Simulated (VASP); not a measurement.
Al, 17 atoms in the cell. The cell holds a slab with vacuum, 17 atoms: a = 5.634 Å, b = 7.968 Å, c = 19.672 Å, α = 90.00°, β = 90.00°, γ = 90.00°. 

* Program: VASP 6.6.1
* Task: single point
* Functional: LDA
* Potentials or basis: VASP PAW LDA potentials, release 64 (Al)
* Cutoff: 520 eV
* k mesh: 5 × 4 × 1
* Occupations: gaussian, width 0.1 eV
* Spin: no spin polarisation
* Dipole correction: yes
* Further INCAR settings: LREAL = Auto; ALGO = Normal; EDIFF = 1e-07; NBANDS = 40

Potentials or basis: VASP PAW LDA potentials, release 64 (Al).

Run with:

```bash
$ cat potpaw_LDA.64/Al/POTCAR > POTCAR
$ mpirun -np 1 vasp_std > vasp.out
```

Hardware: 1 thread of AMD EPYC 9R45 96-Core Processor (Zen 5), on a shared host.

**Question.** Estimate the wall time of this run.

**Answer.** Wall time 7.6 min on 1 thread of AMD EPYC 9R45 96-Core Processor (Zen 5) (shared host), peak memory 0.6 GiB. Counts: scf iterations 26, k points 9.
